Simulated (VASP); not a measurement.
# Mo (Im-3m) in VASP: single point with PBE

Aim: the single point of Mo with PBE.

Program: VASP 6.6.1. These are calculated values, not measurements. Logs are shortened: lines on timing, memory, paths and dates and some standing lists are left out, and cuts for length are marked.

## 1. The cell of the first run

The structure is cubic, space group Im-3m (No. 229). The conventional cell has a = 3.337 Å, b = 3.337 Å, c = 3.337 Å, α = 90.00°, β = 90.00°, γ = 90.00°. Mo (site symmetry m-3m) has 14 Mo at 2.89 to 3.34 Å within 3.8 Å.

## 2. Single point, PBE (Ag replaced by Mo, lengths x 1.037, strained)

File INCAR:

```
PREC = Accurate
ENCUT = 520
EDIFF = 1E-6
ISMEAR = 0
SIGMA = 0.1
LREAL = False
LASPH = True
NELM = 100
ALGO = Normal
ISIF = 2
LWAVE = False
LCHARG = True
GGA = PE
LELF = True
LVHAR = True
NBANDS = 13
```

File KPOINTS:

```
Automatic mesh
0
Gamma
  18 18 18
```

File POSCAR:

```
Mo
1.0
   -1.6684724615      1.6684724615      1.6684724615
    1.6684724615     -1.6684724615      1.6684724615
    1.6684724615      1.6684724615     -1.6684724615
Mo
1
Direct
    0.0000000000      0.0000000000      0.0000000000
```

Potentials or basis: VASP PAW PBE potentials, release 64 (Mo_sv).

Command:

```
$ cat potpaw_PBE.64/Mo_sv/POTCAR > POTCAR
$ mpirun -np 1 vasp_std > vasp.out
```

OUTCAR:

```text
PREC = Accurate
   ENCUT = 520
   EDIFF = 1E-6
   ISMEAR = 0
   LREAL = False
   LASPH = True
   NELM = 100
   ISIF = 2
   GGA = PE

 ion  position               nearest neighbor table
   1  0.000  0.000  0.000-

  LATTYP: Found a body centered cubic cell.
 ALAT       =     3.3369449230

  Lattice vectors:

 A1 = (  -1.6684724615,   1.6684724615,   1.6684724615)
 A2 = (   1.6684724615,  -1.6684724615,   1.6684724615)
 A3 = (   1.6684724615,   1.6684724615,  -1.6684724615)

Analysis of symmetry for initial positions (statically):
=====================================================================
 Subroutine PRICEL returns:
 Original cell was already a primitive cell.

 Routine SETGRP: Setting up the symmetry group for a
 body centered cubic supercell.

 Subroutine GETGRP returns: Found 48 space group operations
 (whereof 48 operations were pure point group operations)
 out of a pool of 48 trial point group operations.

The static configuration has the point symmetry O_h .

Analysis of symmetry for dynamics (positions and initial velocities):
=====================================================================
 Subroutine PRICEL returns:
 Original cell was already a primitive cell.

 Routine SETGRP: Setting up the symmetry group for a
 body centered cubic supercell.

 Subroutine GETGRP returns: Found 48 space group operations
 (whereof 48 operations were pure point group operations)
 out of a pool of 48 trial point group operations.

The dynamic configuration has the point symmetry O_h .

 Subroutine INISYM returns: Found 48 space group operations
 (whereof 48 operations are pure point group operations),
 and found     1 'primitive' translations

----------------------------------------------------------------------------------------

                                     Primitive cell

  volume of cell :      18.5788

  direct lattice vectors                    reciprocal lattice vectors
    -1.668472461  1.668472461  1.668472461     0.000000000  0.299675309  0.299675309
     1.668472461 -1.668472461  1.668472461     0.299675309  0.000000000  0.299675309
     1.668472461  1.668472461 -1.668472461     0.299675309  0.299675309  0.000000000

  length of vectors
     2.889879074  2.889879074  2.889879074     0.423804886  0.423804886  0.423804886

[... 77 lines left out ...]
   NELM   =    100;   NELMIN=  2; NELMDL= -5     # of ELM steps
   EDIFF  = 0.1E-05   stopping-criterion for ELM
   LREAL  =      F    real-space projection
   EDIFFG = 0.1E-04   stopping-criterion for IOM
   NSW    =      0    number of steps for IOM
   IBRION =     -1    ionic relax: 0-MD 1-quasi-New 2-CG
   NFREE  =      0    steps in history (QN), initial steepest desc. (CG)
   ISIF   =      2    stress and relaxation
   ISYM   =      2    0-nonsym 1-usesym 2-fastsym
   POTIM  = 0.5000    time-step for ionic-motion
   TEBEG  =    0.0;   TEEND  =   0.0 temperature during run
   PSTRESS=    0.0 pullay stress
   NELECT =      14.0000    total number of electrons
   NUPDOWN=      -1.0000    fix difference up-down
   EMIN   =  10.00;   EMAX   =-10.00  energy-range for DOS
   EFERMI =   0.00;   METHOD = LEGACY
   ISMEAR =     0;   SIGMA  =   0.10  broadening in eV -4-tet -1-fermi 0-gaus
   EFERMI_NEDOS =   21; number of points for ismear=-14 and -15
   IALGO  =     38    algorithm
   IMIX   =      4    mixing-type and parameters
     AMIX     =   0.40;   BMIX     =  1.00
     AMIX_MAG =   1.60;   BMIX_MAG =  1.00
  volume/ion in A,a.u.               =      18.58       125.38
  Fermi-wavevector in a.u.,A,eV,Ry     =   1.489745  2.815209 30.195938  2.219339
  Thomas-Fermi vector in A             =   2.602614
   LORBIT       =      0    0 simple, 1 ext, 2 COOP (PROOUT), +10 PAW based schemes
   GGA     = PE    functional components
   LHFCALC =     F    Hartree Fock is set to
   AEXX    =    0.0000 exact exchange contribution
   IVDW    =     0    specifies the selected vdW correction
   LEPSILON=     F    determine dielectric tensor
   LRPA    =     F    only Hartree local field effects (RPA)
 non-spin polarized calculation
 Gauss-broadening in eV      SIGMA  =   0.10
  energy-cutoff  :      520.00
  volume of cell :       18.58
 maximum number of plane-waves:       531
 NGX is ok and might be reduce to    24
   NGX = 11   NGY = 11   NGZ = 11

 number of electron      14.0000001 magnetization

 Free energy of the ion-electron system (eV)
  ---------------------------------------------------
  ext. energy  EPLUGINS =         0.00000000
  ---------------------------------------------------
  free energy    TOTEN  =       -10.64258105 eV

  energy without entropy =      -10.63896289  energy(sigma->0) =      -10.64077197

 E-fermi :  10.0025     XC(G=0): -12.4419

 val. band max:        9.9853667444   @ k =  -0.4444   0.5000   0.2778
 cond. band min:      10.0117966674   @ k =  -0.2222   0.2222   0.1111
 fundamental gap:      0.0264299230
 Fermi energy:        10.0025097012

 k-point     1 :       0.0000    0.0000    0.0000
  band No.  band energies     occupation
      1     -51.3132      2.00000
      2     -24.8820      2.00000
      3     -24.8820      2.00000
      4     -24.8820      2.00000
      5       3.4062      2.00000
      6       8.9250      2.00000
      7       8.9250      2.00000
      8       8.9250      2.00000
      9      11.3565      0.00000
     10      11.3565      0.00000
     11      24.5087      0.00000
     12      24.5087      0.00000
     13      24.5087      0.00000
[... 354 lines left out ...]
  band No.  band energies     occupation
      1     -51.1843      2.00000
      2     -25.6292      2.00000
      3     -25.1642      2.00000
      4     -24.9195      2.00000
      5       5.9613      2.00000
      6       7.4444      2.00000
      7       9.8563      1.96128
      8      11.2315      0.00000
      9      12.0829      0.00000
     10      14.2323      0.00000
     11      19.4974      0.00000
     12      22.0259      0.00000
     13      24.8657      0.00000

 [... further k-points ...]
[... 5 lines left out ...]
  --------------------------------------------------------------------------------------
  -------------------------------------------------------------------------------------
  Total       -3.4165417     -3.4165417     -3.4165417      0.0000000     -0.0000000      0.0000000
  in kB     -294.6321827   -294.6321827   -294.6321827      0.0000000     -0.0000000      0.0000000
  external PRESSURE =    -294.6321827 kB  Pullay stress =       0.0000000 kB

 VOLUME and BASIS-vectors are now :
 -----------------------------------------------------------------------------
  energy-cutoff  :      520.00
  volume of cell :       18.58
      direct lattice vectors                 reciprocal lattice vectors
    -1.668472461  1.668472461  1.668472461     0.000000000  0.299675309  0.299675309
     1.668472461 -1.668472461  1.668472461     0.299675309  0.000000000  0.299675309
     1.668472461  1.668472461 -1.668472461     0.299675309  0.299675309  0.000000000

 POSITION                                       TOTAL-FORCE (eV/Angst)
 -----------------------------------------------------------------------------------
      0.00000      0.00000      0.00000         0.000000     -0.000000      0.000000
 -----------------------------------------------------------------------------------
    total drift:                                0.000000      0.000000     -0.000000

  FREE ENERGIE OF THE ION-ELECTRON SYSTEM (eV)
  ---------------------------------------------------
  free  energy   TOTEN  =       -10.6425810493 eV

  energy  without entropy=      -10.6389628925  energy(sigma->0) =      -10.64077197
```

It took 45 s on 1 thread of Intel Xeon 8259CL, shared host; peak memory 0.17 GiB.

Results:

```yaml
Free_energy: -10.6426 eV
Pressure: -29.5 GPa
Band_gap_on_the_k_mesh: zero (band 7 reaches 13.08 eV, above the bottom of band 8 at 8.93 eV)
```

Caveat: the cell differs from its parent crystal (Ag replaced by Mo, lengths x 1.037, strained).
